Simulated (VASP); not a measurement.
The system is WS2.

```
CELL_PARAMETERS angstrom
3.14608 0.00000 0.00000
-1.57304 2.72459 0.00000
0.00000 0.00000 12.95870
ATOMIC_POSITIONS crystal
W 0.33333 0.66667 0.25000
W 0.66667 0.33333 0.75000
S 0.33333 0.66667 0.62660
S 0.66667 0.33333 0.12660
S 0.33333 0.66667 0.87340
S 0.66667 0.33333 0.37340
```

This cell differs from its parent crystal: strain along c alone, the other axes held: +2.0 %.

| Quantity | Value |
| --- | --- |
| Program | VASP 6.6.1 |
| Task | relaxation of the atoms |
| Functional | PBEsol |
| Potentials or basis | VASP PAW PBE potentials, release 64 (W_sv, S) |
| Cutoff | 520 eV |
| k mesh | 12 × 12 × 2 |
| Occupations | gaussian, width 0.02 eV |
| Spin | no spin polarisation |

At the start: pressure -3.2 GPa; volume 18.51 Å³/atom.

Task: How do energy, volume and symmetry change on relaxing?

Result: Over 3 steps the energy falls by 5.9 meV/atom; space group P6_3/mmc (No. 194, to 0.1 Å) before and after.

The path:
| step | energy change (eV) | largest force (eV/Å) | pressure (GPa) |
| --- | --- | --- | --- |
| 1 | 0.0000 | 0.5858 | -3.19 |
| 2 | -0.0355 | 0.0354 | -0.32 |
| 3 | -0.0357 | 0.0002 | -0.13 |

Final structure:
```yaml
crystal:
  lattice:
    - [3.14608, 0.00000, 0.00000]
    - [-1.57304, 2.72459, 0.00000]
    - [0.00000, 0.00000, 12.95870]
  atoms:
    - { symbol: W, position: [0.33333, 0.66667, 0.25000] }
    - { symbol: W, position: [0.66667, 0.33333, 0.75000] }
    - { symbol: S, position: [0.33333, 0.66667, 0.62892] }
    - { symbol: S, position: [0.66667, 0.33333, 0.12892] }
    - { symbol: S, position: [0.33333, 0.66667, 0.87108] }
    - { symbol: S, position: [0.66667, 0.33333, 0.37108] }
```

Caveat: the cell differs from its parent crystal (strain along c alone, the other axes held: +2.0 %); the PAW data sets were made with another functional, which shifts forces and pressure a little; this functional lacks dispersion, which binds the layers, so the pressure and a relaxed spacing across them are unreliable.
